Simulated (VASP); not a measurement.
# HC5 in VASP: single point with PBE+D3(BJ)

Aim: the single point of HC5 with PBE+D3(BJ).

Everything below comes from runs of VASP 6.6.1. Logs are shortened: lines on timing, memory, paths and dates and some standing lists are left out, and cuts for length are marked.

### 1 The cell of the first run

The cell holds a slab with vacuum, 12 atoms: a = 2.515 Å, b = 2.515 Å, c = 25.008 Å, α = 90.00°, β = 90.00°, γ = 120.00°.

### 2 Single point, PBE+D3(BJ)

File INCAR:

```
SYSTEM = HC5
PREC     = Accurate       ! precision mode
ENCUT    = 520            ! plane-wave cutoff, eV
EDIFF    = 1E-6           ! SCF threshold, eV
ISMEAR   = 0              ! smearing method
SIGMA    = 0.03           ! smearing width, eV
LREAL    = .False.        ! projectors in reciprocal space
LASPH    = .True.         ! aspherical terms in the spheres
NELM     = 120            ! most SCF steps
ALGO     = Normal         ! electronic algorithm
ISIF     = 2              ! what is computed and relaxed
LWAVE    = .False.        ! write WAVECAR
LCHARG   = .False.        ! write CHGCAR
LDIPOL   = .True.       
IDIPOL   = 3            
DIPOL    = 0.5 0.5 0.500
GGA      = PE             ! functional
IVDW     = 12             ! dispersion correction
NBANDS   = 33             ! bands
GGA_COMPAT= .False.      
NELMDL   = -8
```

File KPOINTS:

```
Automatic mesh
0
Gamma
  12 12 1
  0 0 0
```

File POSCAR:

```
HC5
1.0
    2.5151588558      0.0000000289      0.0000000000
   -1.2575794529      2.1781914492      0.0000000000
    0.0000000000      0.0000000000     25.0078695251
C H
10 2
Direct
    1.0000000000      0.0000000000      0.3262337456
    0.6666666667      0.3333333333      0.3457121515
    0.6666666667      0.3333333333      0.4076296072
    0.3333333333      0.6666666667      0.4281174586
    0.3333333333      0.6666666667      0.4897373511
    0.0000000000      0.0000000000      0.5102647307
    0.0000000000      0.0000000000      0.5718845666
    0.6666666667      0.3333333333      0.5923723728
    0.6666666667      0.3333333333      0.6542897939
    0.3333333333      0.6666666667      0.6737682391
    0.3333333333      0.6666666667      0.7180905079
    1.0000000000      0.0000000000      0.2819114611
```

Potentials or basis: VASP PAW PBE potentials, release 64 (C, H).

Command:

```sh
$ cat potpaw_PBE.64/C/POTCAR potpaw_PBE.64/H/POTCAR > POTCAR
$ mpirun -np 1 vasp_std > vasp.out
```

OUTCAR:

```text
SYSTEM = HC5
   PREC = Accurate
   ENCUT = 520
   EDIFF = 1E-6
   ISMEAR = 0
   LREAL = .False.
   LASPH = .True.
   NELM = 120
   ISIF = 2
   GGA = PE
   IVDW = 12
   NELMDL = -8
 IVDW          = 12

 ion  position               nearest neighbor table
   1  0.000  0.000  0.326-  12 1.11   2 1.53   2 1.53   2 1.53
   2  0.667  0.333  0.346-   1 1.53   1 1.53   1 1.53   3 1.55
   3  0.667  0.333  0.408-   4 1.54   4 1.54   4 1.54   2 1.55
   4  0.333  0.667  0.428-   3 1.54   3 1.54   3 1.54   5 1.54
   5  0.333  0.667  0.490-   6 1.54   6 1.54   6 1.54   4 1.54
   6  0.000  0.000  0.510-   5 1.54   5 1.54   5 1.54   7 1.54
   7  0.000  0.000  0.572-   8 1.54   8 1.54   8 1.54   6 1.54
   8  0.667  0.333  0.592-   7 1.54   7 1.54   7 1.54   9 1.55
   9  0.667  0.333  0.654-  10 1.53  10 1.53  10 1.53   8 1.55
  10  0.333  0.667  0.674-  11 1.11   9 1.53   9 1.53   9 1.53
  11  0.333  0.667  0.718-  10 1.11
  12  0.000  0.000  0.282-   1 1.11

  LATTYP: Found a hexagonal cell.
 ALAT       =     2.5151588558
 C/A-ratio  =     9.9428588645

  Lattice vectors:

 A1 = (   2.5151588558,   0.0000000289,   0.0000000000)
 A2 = (  -1.2575794529,   2.1781914492,   0.0000000000)
 A3 = (   0.0000000000,   0.0000000000,  25.0078695251)

Analysis of symmetry for initial positions (statically):
=====================================================================
 Subroutine PRICEL returns:
 Original cell was already a primitive cell.

 Routine SETGRP: Setting up the symmetry group for a
 hexagonal supercell.

 Subroutine GETGRP returns: Found 12 space group operations
 (whereof  6 operations were pure point group operations)
 out of a pool of 24 trial point group operations.

The static configuration has the point symmetry C_3v.
 The point group associated with its full space group is D_3d.

Analysis of symmetry for dynamics (positions and initial velocities):
=====================================================================
 Subroutine PRICEL returns:
 Original cell was already a primitive cell.

 Routine SETGRP: Setting up the symmetry group for a
 hexagonal supercell.

 Subroutine GETGRP returns: Found 12 space group operations
 (whereof  6 operations were pure point group operations)
 out of a pool of 24 trial point group operations.

The dynamic configuration has the point symmetry C_3v.
 The point group associated with its full space group is D_3d.

 Subroutine INISYM returns: Found 12 space group operations
 (whereof  6 operations are pure point group operations),
 and found     1 'primitive' translations

----------------------------------------------------------------------------------------

                                     Primitive cell

  volume of cell :     137.0056

  direct lattice vectors                    reciprocal lattice vectors
     2.515158856  0.000000029  0.000000000     0.397589198  0.229548237  0.000000000
    -1.257579453  2.178191449  0.000000000    -0.000000005  0.459096465  0.000000000
     0.000000000  0.000000000 25.007869525     0.000000000  0.000000000  0.039987413

  length of vectors
     2.515158856  2.515158856 25.007869525     0.459096465  0.459096465  0.039987413

  position of ions in fractional coordinates (direct lattice)
     0.000000000  0.000000000  0.326233746
     0.666666667  0.333333333  0.345712152
     0.666666667  0.333333333  0.407629607
     0.333333333  0.666666667  0.428117459
     0.333333333  0.666666667  0.489737351
     0.000000000  0.000000000  0.510264731
     0.000000000  0.000000000  0.571884567
     0.666666667  0.333333333  0.592372373
     0.666666667  0.333333333  0.654289794
     0.333333333  0.666666667  0.673768239
     0.333333333  0.666666667  0.718090508
     0.000000000  0.000000000  0.281911461

  ion indices of the primitive-cell ions
   primitive index   ion index
                 1           1
                 2           2
                 3           3
                 4           4
                 5           5
                 6           6
                 7           7
                 8           8
                 9           9
                10          10
                11          11
                12          12

----------------------------------------------------------------------------------------

 KPOINTS: Automatic mesh

Automatic generation of k-mesh.
 Grid dimensions read from file:
 generate k-points for:   12   12    1

 Generating k-lattice:

  Cartesian coordinates                     Fractional coordinates (reciprocal lattice)
     0.033132433  0.019129020  0.000000000     0.083333333  0.000000000  0.000000000
    -0.000000000  0.038258039  0.000000000     0.000000000  0.083333333  0.000000000
     0.000000000  0.000000000  0.039987413     0.000000000  0.000000000  1.000000000

  Length of vectors
     0.038258039  0.038258039  0.039987413

  Shift w.r.t. Gamma in fractional coordinates (k-lattice)
     0.000000000  0.000000000  0.000000000

 Subroutine IBZKPT returns following result:
 ===========================================

 Found     19 irreducible k-points:

 Following reciprocal coordinates:
            Coordinates               Weight
  0.000000  0.000000  0.000000      1.000000
  0.083333 -0.000000  0.000000      6.000000
  0.166667 -0.000000  0.000000      6.000000
  0.250000 -0.000000  0.000000      6.000000
  0.333333 -0.000000  0.000000      6.000000
  0.416667 -0.000000  0.000000      6.000000
[... 11 lines left out ...]
  0.333333  0.250000  0.000000     12.000000
  0.333333  0.333333  0.000000      2.000000
   k-points           NKPTS =     19   k-points in BZ     NKDIM =     19   number of bands    NBANDS=     33
   number of dos      NEDOS =    301   number of ions     NIONS =     12
   total plane-waves  NPLWV =  76800
   dimension x,y,z NGX =    20 NGY =   20 NGZ =  192
   dimension x,y,z NGXF=    40 NGYF=   40 NGZF=  384
   ions per type =              10   2
   NGX,Y,Z   is equivalent  to a cutoff of  13.22, 13.22, 12.76 a.u.
   NGXF,Y,Z  is equivalent  to a cutoff of  26.44, 26.44, 25.53 a.u.
 SYSTEM =  HC5
   PREC   = accura    normal or accurate (medium, high low for compatibility)
   ISTART =      0    job   : 0-new  1-cont  2-samecut
   ICHARG =      2    charge: 1-file 2-atom 10-const
   ISPIN  =      1    spin polarized calculation?
   LNONCOLLINEAR =      F non collinear calculations
   LSORBIT =      F    spin-orbit coupling
   LASPH  =      T    aspherical Exc in radial PAW
   ENCUT  =  520.0 eV  38.22 Ry    6.18 a.u.   4.68  4.68 46.50*2*pi/ulx,y,z
   NELM   =    120;   NELMIN=  2; NELMDL= -8     # of ELM steps
   EDIFF  = 0.1E-05   stopping-criterion for ELM
   LREAL  =      F    real-space projection
   EDIFFG = 0.1E-04   stopping-criterion for IOM
   NSW    =      0    number of steps for IOM
   IBRION =     -1    ionic relax: 0-MD 1-quasi-New 2-CG
   NFREE  =      0    steps in history (QN), initial steepest desc. (CG)
   ISIF   =      2    stress and relaxation
   ISYM   =      2    0-nonsym 1-usesym 2-fastsym
   POTIM  = 0.5000    time-step for ionic-motion
   TEBEG  =    0.0;   TEEND  =   0.0 temperature during run
   PSTRESS=    0.0 pullay stress
   NELECT =      42.0000    total number of electrons
   NUPDOWN=      -1.0000    fix difference up-down
   EMIN   =  10.00;   EMAX   =-10.00  energy-range for DOS
   EFERMI =   0.00;   METHOD = LEGACY
   ISMEAR =     0;   SIGMA  =   0.03  broadening in eV -4-tet -1-fermi 0-gaus
   EFERMI_NEDOS =   21; number of points for ismear=-14 and -15
   IALGO  =     38    algorithm
   IMIX   =      4    mixing-type and parameters
     AMIX     =   0.40;   BMIX     =  1.00
     AMIX_MAG =   1.60;   BMIX_MAG =  1.00
  volume/ion in A,a.u.               =      11.42        77.05
  Fermi-wavevector in a.u.,A,eV,Ry     =   1.103855  2.085983 16.578631  1.218495
  Thomas-Fermi vector in A             =   2.240319
   LORBIT       =      0    0 simple, 1 ext, 2 COOP (PROOUT), +10 PAW based schemes
   GGA     = PE    functional components
   LHFCALC =     F    Hartree Fock is set to
   AEXX    =    0.0000 exact exchange contribution
   IVDW    =    12    specifies the selected vdW correction
   LEPSILON=     F    determine dielectric tensor
   LRPA    =     F    only Hartree local field effects (RPA)
 non-spin polarized calculation
 Gauss-broadening in eV      SIGMA  =   0.03
  energy-cutoff  :      520.00
  volume of cell :      137.01
 maximum number of plane-waves:      3765
 NGX is ok and might be reduce to    20
   NGX =  9   NGY =  9   NGZ = 93

 number of electron      42.0000001 magnetization

 dipolmoment           0.000000      0.000000     -0.000016 electrons x Angstroem

 Free energy of the ion-electron system (eV)
  ---------------------------------------------------
  ext. energy  EPLUGINS =         0.00000000
  ---------------------------------------------------
  free energy    TOTEN  =       -98.35690230 eV

  energy without entropy =      -98.35690230  energy(sigma->0) =      -98.35690230

 E-fermi :   2.1727     XC(G=0):  -6.5742

 val. band max:        2.0227325075   @ k =   0.0000   0.0000   0.0000
 cond. band min:       4.7559871618   @ k =   0.0000   0.0000   0.0000
 fundamental gap:      2.7332546543
 Fermi energy:         2.1727012984

 k-point     1 :       0.0000    0.0000    0.0000
  band No.  band energies     occupation
      1     -19.0718      2.00000
      2     -18.4152      2.00000
      3     -17.3593      2.00000
      4     -15.9495      2.00000
      5     -14.3743      2.00000
      6     -10.5457      2.00000
[... 25 lines left out ...]
     32       9.8361      0.00000
     33      10.0513      0.00000
[... 617 lines left out ...]
      3     -11.6987      2.00000
      4     -11.6216      2.00000
      5     -10.3955      2.00000
      6     -10.3950      2.00000
[... 25 lines left out ...]
     32      13.7296      0.00000
     33      14.3249      0.00000

------------------------ aborting loop because EDIFF is reached ----------------------------------------

 vacuum level on the upper side and lower side of the slab       (xc-potential included)        -0.129        -0.129

 Edisp (eV)   -1.75979

 E8    (eV) :    -0.5108

  FORCE on cell =-STRESS in cart. coord.  units (eV):
  Direction    XX          YY          ZZ          XY          YZ          ZX
  --------------------------------------------------------------------------------------
  -------------------------------------------------------------------------------------
  Total       0.71751     0.71751     0.24509     0.00000     0.00000     0.00000
  in kB       8.39075     8.39075     2.86618     0.00000     0.00000     0.00000
  external pressure =        6.55 kB  Pullay stress =        0.00 kB

 VOLUME and BASIS-vectors are now :
 -----------------------------------------------------------------------------
  energy-cutoff  :      520.00
  volume of cell :      137.01
      direct lattice vectors                 reciprocal lattice vectors
     2.515158856  0.000000029  0.000000000     0.397589198  0.229548237  0.000000000
    -1.257579453  2.178191449  0.000000000    -0.000000005  0.459096465  0.000000000
     0.000000000  0.000000000 25.007869525     0.000000000  0.000000000  0.039987413

 POSITION                                       TOTAL-FORCE (eV/Angst)
 -----------------------------------------------------------------------------------
      0.00000      0.00000      8.15841         0.000000      0.000000     -0.001216
      1.25758      0.72606      8.64552         0.000000      0.000000     -0.004224
      1.25758      0.72606     10.19395        -0.000000     -0.000000     -0.008669
     -0.00000      1.45213     10.70631         0.000000      0.000000      0.007761
     -0.00000      1.45213     12.24729        -0.000000     -0.000000      0.006476
      0.00000      0.00000     12.76063         0.000000      0.000000     -0.006476
      0.00000      0.00000     14.30161        -0.000000     -0.000000     -0.007761
      1.25758      0.72606     14.81397         0.000000     -0.000000      0.008669
      1.25758      0.72606     16.36239        -0.000000     -0.000000      0.004224
     -0.00000      1.45213     16.84951         0.000000     -0.000000      0.001216
     -0.00000      1.45213     17.95791        -0.000000     -0.000000      0.028012
      0.00000      0.00000      7.05001         0.000000     -0.000000     -0.028012
 -----------------------------------------------------------------------------------
    total drift:                               -0.000000      0.000000     -0.003179

  FREE ENERGIE OF THE ION-ELECTRON SYSTEM (eV)
  ---------------------------------------------------
  free  energy   TOTEN  =      -100.1166898067 eV

  energy  without entropy=     -100.1166898067  energy(sigma->0) =     -100.11668981

 vacuum level on the upper side and lower side of the slab         5.501         5.501
```

Wall time 2.5 min (1 thread of Intel Xeon Platinum 8488C (Sapphire Rapids), shared host); peak memory 0.27 GiB.

What came out:

| Item | Value |
| --- | --- |
| Free energy | -100.1167 eV |
| Largest force | 0.028 eV/Å |
| Band gap on the k mesh | 2.73 eV |
| Dispersion energy per atom | -0.147 eV |

Forces in eV/Å, atoms in the order of the input:
```
C    0.000  0.000 -0.001
C    0.000  0.000 -0.004
C    0.000  0.000 -0.009
C    0.000  0.000  0.008
C    0.000  0.000  0.006
C    0.000  0.000 -0.006
C    0.000  0.000 -0.008
C    0.000  0.000  0.009
C    0.000  0.000  0.004
C    0.000  0.000  0.001
H    0.000  0.000  0.028
H    0.000  0.000 -0.028
```
